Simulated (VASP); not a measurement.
Crystal: Pd.

```
CELL_PARAMETERS angstrom
0.00000 1.94650 1.94650
1.94650 0.00000 1.94650
1.94650 1.94650 0.00000
ATOMIC_POSITIONS crystal
Pd 0.00000 0.00000 0.00000
```

Base run:

| Quantity | Value |
| --- | --- |
| Program | VASP 6.6.1 |
| Functional | BLYP |
| Dispersion | D4 |
| Potentials or basis | VASP PAW PBE potentials, release 64 (Pd) |
| Cutoff | 520 eV |
| k mesh | 12 × 12 × 12 |
| Occupations | fermi-dirac, width 0.05 eV |
| Spin | no spin polarisation |

Its results: band gap on the k mesh zero (band 5 reaches 10.59 eV, above the bottom of band 6 at 8.98 eV); pressure 8.3 GPa.

The run is repeated on the same cell with these changes: functional from BLYP to r2SCAN. What comes out?

Band gap on the k mesh zero (band 5 reaches 9.91 eV, above the bottom of band 6 at 8.23 eV); pressure 1.2 GPa.

Caveats: the PAW data sets were made with another functional, which shifts forces and pressure a little; pairwise dispersion overbinds metals, which lowers pressure and volume.
